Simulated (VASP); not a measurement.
# Bi (R-3m) in VASP: notebook

The runs below take Bi through single point, with r2SCAN.

Program: VASP 6.6.1. These are calculated values, not measurements. Logs are shortened: lines on timing, memory, paths and dates and some standing lists are left out, and cuts for length are marked.

**1. The cell of the first run**

Symmetry: R-3m, No. 166, trigonal system. Conventional cell: a = 4.535 Å, b = 4.535 Å, c = 12.350 Å, α = 90.00°, β = 90.00°, γ = 120.00°. Bi (site symmetry 3m) has 6 Bi at 3.07 to 3.63 Å within 4.0 Å.

**2. Single point, r2SCAN**

Input file POSCAR:

```
Bi
1.0
    2.2672586491      1.3090023913      4.1166667488
   -2.2672586491      1.3090023913      4.1166667488
    0.0000000000     -2.6180047827      4.1166667487
Bi
2
Direct
    0.2317091399      0.2317091399      0.2317091399
    0.7682908601      0.7682908601      0.7682908601
```

Input file INCAR.step1:

```
ALGO = Normal ; EDIFF = 1E-4
ENCUT = 520 ; GGA = PE
ISMEAR = -1 ; LASPH = True
LCHARG = False ; LREAL = False
LWAVE = True ; NBANDS = 22
NELM = 60 ; PREC = Accurate
SIGMA = 0.1
```

Input file INCAR.step2:

```
ALGO = Normal ; EDIFF = 1E-6
ENCUT = 520 ; ISIF = 2
ISMEAR = -1 ; ISTART = 1
LASPH = True ; LCHARG = False
LMIXTAU = True ; LREAL = False
LWAVE = False ; METAGGA = R2SCAN
NBANDS = 22 ; NELM = 60
PREC = Accurate ; SIGMA = 0.1
```

Input file KPOINTS:

```
k-points
0
Gamma
  9 9 9
```

Potentials or basis: VASP PAW PBE potentials, release 64 (Bi_d).

Launch:

```bash
cat potpaw_PBE.64/Bi_d/POTCAR > POTCAR
cp INCAR.step1 INCAR
mpirun -np 1 vasp_std > vasp.out
cp INCAR.step2 INCAR
mpirun -np 1 vasp_std > vasp.out
```

OUTCAR:

```text
EDIFF = 1E-6
   ENCUT = 520
   ISIF = 2
   ISMEAR = -1
   ISTART = 1
   LASPH = True
   LREAL = False
   METAGGA = R2SCAN
   NELM = 60
   PREC = Accurate

 ion  position               nearest neighbor table
   1  0.232  0.232  0.232-   2 3.07   2 3.07   2 3.07   2 3.63   2 3.63   2 3.63
   2  0.768  0.768  0.768-   1 3.07   1 3.07   1 3.07   1 3.63   1 3.63   1 3.63

  LATTYP: Found a trigonal (rhomboedric) cell.
 ALAT       =     4.8786160090
 COS(alpha) =     0.5680446502

  Lattice vectors:

 A1 = (   2.2672586491,   1.3090023913,   4.1166667488)
 A2 = (  -2.2672586491,   1.3090023913,   4.1166667488)
 A3 = (   0.0000000000,  -2.6180047827,   4.1166667487)

Analysis of symmetry for initial positions (statically):
=====================================================================
 Subroutine PRICEL returns:
 Original cell was already a primitive cell.

 Routine SETGRP: Setting up the symmetry group for a
 trigonal (rhombohedral) supercell.

 Subroutine GETGRP returns: Found 12 space group operations
 (whereof 12 operations were pure point group operations)
 out of a pool of 12 trial point group operations.

The static configuration has the point symmetry D_3d.

Analysis of symmetry for dynamics (positions and initial velocities):
=====================================================================
 Subroutine PRICEL returns:
 Original cell was already a primitive cell.

 Routine SETGRP: Setting up the symmetry group for a
 trigonal (rhombohedral) supercell.

 Subroutine GETGRP returns: Found 12 space group operations
 (whereof 12 operations were pure point group operations)
 out of a pool of 12 trial point group operations.

The dynamic configuration has the point symmetry D_3d.

 Subroutine INISYM returns: Found 12 space group operations
 (whereof 12 operations are pure point group operations),
 and found     1 'primitive' translations

----------------------------------------------------------------------------------------

                                     Primitive cell

  volume of cell :      73.3058

  direct lattice vectors                    reciprocal lattice vectors
     2.267258649  1.309002391  4.116666749     0.220530640  0.127323424  0.080971658
    -2.267258649  1.309002391  4.116666749    -0.220530640  0.127323424  0.080971658
     0.000000000 -2.618004783  4.116666749     0.000000000 -0.254646848  0.080971658

  length of vectors
     4.878616009  4.878616009  4.878616009     0.267210454  0.267210454  0.267210454

  position of ions in fractional coordinates (direct lattice)
     0.231709140  0.231709140  0.231709140
     0.768290860  0.768290860  0.768290860

  ion indices of the primitive-cell ions
   primitive index   ion index
                 1           1
                 2           2

----------------------------------------------------------------------------------------

 KPOINTS: k-points

Automatic generation of k-mesh.
 Grid dimensions read from file:
 generate k-points for:    9    9    9

 Generating k-lattice:

  Cartesian coordinates                     Fractional coordinates (reciprocal lattice)
     0.024503404  0.014147047  0.008996851     0.111111111  0.000000000 -0.000000000
    -0.024503404  0.014147047  0.008996851     0.000000000  0.111111111 -0.000000000
     0.000000000 -0.028294094  0.008996851     0.000000000  0.000000000  0.111111111

  Length of vectors
     0.029690050  0.029690050  0.029690050

  Shift w.r.t. Gamma in fractional coordinates (k-lattice)
     0.000000000  0.000000000  0.000000000

 Subroutine IBZKPT returns following result:
 ===========================================

 Found     85 irreducible k-points:

 Following reciprocal coordinates:
            Coordinates               Weight
  0.000000  0.000000  0.000000      1.000000
  0.111111  0.000000  0.000000      6.000000
  0.222222  0.000000  0.000000      6.000000
  0.333333 -0.000000  0.000000      6.000000
  0.444444  0.000000  0.000000      6.000000
  0.111111  0.111111  0.000000      6.000000
[... 16 lines left out ...]
 -0.333333  0.333333  0.000000      6.000000
  0.444444  0.444444  0.000000      6.000000
 [... further k-points ...]
   k-points           NKPTS =     85   k-points in BZ     NKDIM =     85   number of bands    NBANDS=     22
   number of dos      NEDOS =    301   number of ions     NIONS =      2
   total plane-waves  NPLWV =  46656
   dimension x,y,z NGX =    36 NGY =   36 NGZ =   36
   dimension x,y,z NGXF=    72 NGYF=   72 NGZF=   72
   ions per type =               2
   NGX,Y,Z   is equivalent  to a cutoff of  12.27, 12.27, 12.27 a.u.
   NGXF,Y,Z  is equivalent  to a cutoff of  24.54, 24.54, 24.54 a.u.
 SYSTEM =  unknown system
   PREC   = accura    normal or accurate (medium, high low for compatibility)
   ISTART =      1    job   : 0-new  1-cont  2-samecut
   ICHARG =      0    charge: 1-file 2-atom 10-const
   ISPIN  =      1    spin polarized calculation?
   LNONCOLLINEAR =      F non collinear calculations
   LSORBIT =      F    spin-orbit coupling
   LASPH  =      T    aspherical Exc in radial PAW
   ENCUT  =  520.0 eV  38.22 Ry    6.18 a.u.   9.07  9.07  9.07*2*pi/ulx,y,z
   NELM   =     60;   NELMIN=  2; NELMDL=  0     # of ELM steps
   EDIFF  = 0.1E-05   stopping-criterion for ELM
   LREAL  =      F    real-space projection
   EDIFFG = 0.1E-04   stopping-criterion for IOM
   NSW    =      0    number of steps for IOM
   IBRION =     -1    ionic relax: 0-MD 1-quasi-New 2-CG
   NFREE  =      0    steps in history (QN), initial steepest desc. (CG)
   ISIF   =      2    stress and relaxation
   ISYM   =      2    0-nonsym 1-usesym 2-fastsym
   POTIM  = 0.5000    time-step for ionic-motion
   TEBEG  =    0.0;   TEEND  =   0.0 temperature during run
   PSTRESS=    0.0 pullay stress
   NELECT =      30.0000    total number of electrons
   NUPDOWN=      -1.0000    fix difference up-down
   EMIN   =  10.00;   EMAX   =-10.00  energy-range for DOS
   EFERMI =   0.00;   METHOD = LEGACY
   ISMEAR =    -1;   SIGMA  =   0.10  broadening in eV -4-tet -1-fermi 0-gaus
   EFERMI_NEDOS =   21; number of points for ismear=-14 and -15
   IALGO  =     38    algorithm
   IMIX   =      4    mixing-type and parameters
     AMIX     =   0.40;   BMIX     =  1.00
     AMIX_MAG =   1.60;   BMIX_MAG =  1.00
  volume/ion in A,a.u.               =      36.65       247.35
  Fermi-wavevector in a.u.,A,eV,Ry     =   1.215446  2.296860 20.100017  1.477310
  Thomas-Fermi vector in A             =   2.350833
   LORBIT       =      0    0 simple, 1 ext, 2 COOP (PROOUT), +10 PAW based schemes
   METAGGA = R2SCAN    functional components
   LHFCALC =     F    Hartree Fock is set to
   AEXX    =    0.0000 exact exchange contribution
   IVDW    =     0    specifies the selected vdW correction
   LEPSILON=     F    determine dielectric tensor
   LRPA    =     F    only Hartree local field effects (RPA)
 non-spin polarized calculation
  energy-cutoff  :      520.00
  volume of cell :       73.31
 maximum number of plane-waves:      2004
   NGX = 19   NGY = 19   NGZ = 19

 number of electron      30.0000004 magnetization

 Free energy of the ion-electron system (eV)
  ---------------------------------------------------
  ext. energy  EPLUGINS =         0.00000000
  ---------------------------------------------------
  free energy    TOTEN  =      -117.01266759 eV

  energy without entropy =     -117.00547626  energy(sigma->0) =     -117.00907193

 E-fermi :   5.8840     XC(G=0):  -9.9752

 val. band max:        5.8496375527   @ k =   0.4444   0.0000   0.0000
 cond. band min:       6.0268576691   @ k =   0.4444   0.1111   0.1111
 fundamental gap:      0.1772201164
 Fermi energy:         5.8839942989

 k-point     1 :       0.0000    0.0000    0.0000
  band No.  band energies     occupation
      1     -17.7860      2.00000
      2     -17.7860      2.00000
      3     -17.6310      2.00000
      4     -17.6310      2.00000
      5     -17.6096      2.00000
      6     -17.4389      2.00000
[... 14 lines left out ...]
     21      12.2170      0.00000
     22      12.3293      0.00000

 k-point     2 :       0.1111    0.0000    0.0000
  band No.  band energies     occupation
      1     -17.7784      2.00000
      2     -17.7747      2.00000
      3     -17.6277      2.00000
      4     -17.6238      2.00000
      5     -17.6039      2.00000
      6     -17.4447      2.00000
[... 14 lines left out ...]
     21      12.3139      0.00000
     22      13.2800      0.00000

 k-point     3 :       0.2222    0.0000    0.0000
  band No.  band energies     occupation
      1     -17.7577      2.00000
      2     -17.7419      2.00000
      3     -17.6202      2.00000
      4     -17.6036      2.00000
      5     -17.5860      2.00000
      6     -17.4643      2.00000
[... 14 lines left out ...]
     21      12.8792      0.00000
     22      15.1196      0.00000

 k-point     4 :       0.3333   -0.0000    0.0000
  band No.  band energies     occupation
      1     -17.7308      2.00000
      2     -17.6922      2.00000
      3     -17.6125      2.00000
      4     -17.5744      2.00000
      5     -17.5581      2.00000
      6     -17.4976      2.00000
[... 14 lines left out ...]
     21      13.9632      0.00000
     22      16.2682      0.00000

 k-point     5 :       0.4444    0.0000    0.0000
  band No.  band energies     occupation
      1     -17.7102      2.00000
      2     -17.6367      2.00000
      3     -17.6072      2.00000
      4     -17.5568      2.00000
      5     -17.5421      2.00000
      6     -17.5070      2.00000
[... 417 lines left out ...]
 k-point    22 :      -0.4444    0.3333   -0.0000
  band No.  band energies     occupation
      1     -17.7514      2.00000
      2     -17.6296      2.00000
      3     -17.6051      2.00000
      4     -17.5630      2.00000
      5     -17.5409      2.00000
      6     -17.5140      2.00000
[... 14 lines left out ...]
     21      15.3204      0.00000
     22      17.0119      0.00000

 k-point    23 :      -0.3333    0.3333    0.0000
  band No.  band energies     occupation
      1     -17.7400      2.00000
      2     -17.6139      2.00000
      3     -17.5704      2.00000
      4     -17.5696      2.00000
      5     -17.5631      2.00000
      6     -17.5326      2.00000
[... 14 lines left out ...]
     21      14.4385      0.00000
     22      16.2166      0.00000

 k-point    24 :       0.4444    0.4444    0.0000
  band No.  band energies     occupation
      1     -17.7727      2.00000
      2     -17.6394      2.00000
      3     -17.6333      2.00000
      4     -17.5353      2.00000
      5     -17.5344      2.00000
      6     -17.5093      2.00000
[... 14 lines left out ...]
     21      15.7861      0.00000
     22      16.4122      0.00000

 [... further k-points ...]

------------------------ aborting loop because EDIFF is reached ----------------------------------------

  FORCE on cell =-STRESS in cart. coord.  units (eV):
  Direction    XX          YY          ZZ          XY          YZ          ZX
  --------------------------------------------------------------------------------------
  -------------------------------------------------------------------------------------
  Total       -0.0169298     -0.0169298     -0.0156695      0.0000000     -0.0000000      0.0000000
  in kB       -0.3700185     -0.3700185     -0.3424741      0.0000000     -0.0000000      0.0000000
  external PRESSURE =      -0.3608370 kB  Pullay stress =       0.0000000 kB

 VOLUME and BASIS-vectors are now :
 -----------------------------------------------------------------------------
  energy-cutoff  :      520.00
  volume of cell :       73.31
      direct lattice vectors                 reciprocal lattice vectors
     2.267258649  1.309002391  4.116666749     0.220530640  0.127323424  0.080971658
    -2.267258649  1.309002391  4.116666749    -0.220530640  0.127323424  0.080971658
     0.000000000 -2.618004783  4.116666749     0.000000000 -0.254646848  0.080971658

 POSITION                                       TOTAL-FORCE (eV/Angst)
 -----------------------------------------------------------------------------------
      0.00000     -0.00000      2.86161         0.000000     -0.000000      0.007318
      0.00000     -0.00000      9.48839         0.000000      0.000000     -0.007318
 -----------------------------------------------------------------------------------
    total drift:                               -0.000000      0.000000     -0.000000

  FREE ENERGIE OF THE ION-ELECTRON SYSTEM (eV)
  ---------------------------------------------------
  free  energy   TOTEN  =      -117.0126675917 eV

  energy  without entropy=     -117.0054762636  energy(sigma->0) =     -117.00907193
```

It used 420 s of CPU time on 1 thread of AMD EPYC 7R13 Processor (Zen 3) (shared host).

Results:

```
Free energy   : -117.0127 eV
Pressure      : 0.0 GPa
Largest force : 0.007 eV/Å
```

Forces on the atoms (eV/Å):
```
Bi   0.000  0.000  0.007
Bi   0.000  0.000 -0.007
```

Caveat: the PAW data sets were made with another functional, which shifts forces and pressure a little; spin-orbit coupling is left out, which moves the levels of the heavy elements.

**3. Single point, r2SCAN**

POSCAR is that of step 2.

Input file INCAR.step1:

```
  PREC = Accurate
  ENCUT = 520
  ISMEAR = -1
  SIGMA = 0.01
  LREAL = False
  LASPH = True
  NELM = 100
  NBANDS = 22
  GGA = PE
  ALGO = Normal
  EDIFF = 1E-4
  LWAVE = True
  LCHARG = False
```

Input file INCAR.step2:

```
  PREC = Accurate
  ENCUT = 520
  EDIFF = 1E-6
  ISMEAR = -1
  SIGMA = 0.01
  LREAL = False
  LASPH = True
  NELM = 100
  ALGO = Normal
  ISIF = 2
  LWAVE = False
  LCHARG = False
  METAGGA = R2SCAN
  LMIXTAU = True
  NBANDS = 22
  ISTART = 1
```

Input file KPOINTS:

```
regular mesh
0
Gamma
  9 9 9
```

Potentials or basis: VASP PAW PBE potentials, release 64 (Bi_d).

Launch:

```bash
cat potpaw_PBE.64/Bi_d/POTCAR > POTCAR
cp INCAR.step1 INCAR
mpirun -np 1 vasp_std > vasp.out
cp INCAR.step2 INCAR
mpirun -np 1 vasp_std > vasp.out
```

It used 410 s of CPU time on 1 thread of AMD EPYC 7R13 Processor (Zen 3) (shared host).

It converged, with:

* Free energy: -117.0093 eV
* Pressure: 0.0 GPa
* Largest force: 0.005 eV/Å
* Band gap on the k mesh: 0.05 eV, indirect (least direct gap 0.49 eV)

Forces in eV/Å, atoms in the order of the input:
```
Bi   0.000  0.000  0.005
Bi   0.000  0.000 -0.005
```

Stress tensor (GPa, compression positive):
```
-0.01  0.00  0.00
 0.00 -0.01  0.00
 0.00  0.00 -0.09
```

Levels at points of the mesh, in eV from the valence-band top:
| k point | band 11 | band 12 | band 13 | band 14 | band 15 | band 16 | band 17 | band 18 | band 19 | band 20 |
| --- | --- | --- | --- | --- | --- | --- | --- | --- | --- | --- |
| (0.00, 0.00, 0.00) | -13.49 | -7.78 | -1.71 | -1.20 | -1.20 | 2.36 | 2.94 | 2.94 | 6.16 | 6.41 |

Caveat: the PAW data sets were made with another functional, which shifts forces and pressure a little; spin-orbit coupling is left out, which moves the levels of the heavy elements.

(Part 1 of 2 ends here.)
